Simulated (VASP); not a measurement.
# Al: single point with PBE0

The system is Al.

```
Al
1.0
     0.00000    2.02481    2.02481
     2.02481    0.00000    2.02481
     2.02481    2.02481    0.00000
Al
1
Direct
  0.00000 0.00000 0.00000
```

```yaml
Program: VASP 6.6.1
Task: single point
Functional: PBE0
Potentials_or_basis: VASP PAW PBE potentials, release 64 (Al)
Cutoff: 520 eV
k_mesh: 6 × 6 × 6
Occupations: fermi-dirac, width 0.05 eV
Spin: no spin polarisation
Dipole_correction: no
Grid_for_exact_exchange_PRECFOCK: Normal
Further_INCAR_settings: ALGO = Normal; EDIFF = 1e-07; NBANDS = 8
Share_of_exact_exchange: 0.25
```

- Pressure: -1.2 GPa
- Band gap on the k mesh: zero (an odd number of electrons rules out a gap without spin polarisation)

Levels at points of the mesh, in eV from the Fermi level:
```
           k point  band 1  band 2  band 3  band 4  band 5  band 6
(0.00, 0.00, 0.00)  -13.63   13.54   13.54   13.54   15.02   15.02
(0.50, 0.00, 0.00)   -6.20   -5.94   12.23   12.23   12.30   12.30
(0.50, 0.50, 0.00)   -4.26   -2.60    5.75    6.10    6.10    9.72
```

Run time: 77 s on 1 thread of Intel Xeon 8259CL, on a shared host, peak memory 0.13 GiB.

Caveat: the k points lie up to 0.45 Å⁻¹ apart, too coarse for converged energies and pressures of a metal; the PAW data sets were made with another functional, which shifts forces and pressure a little.
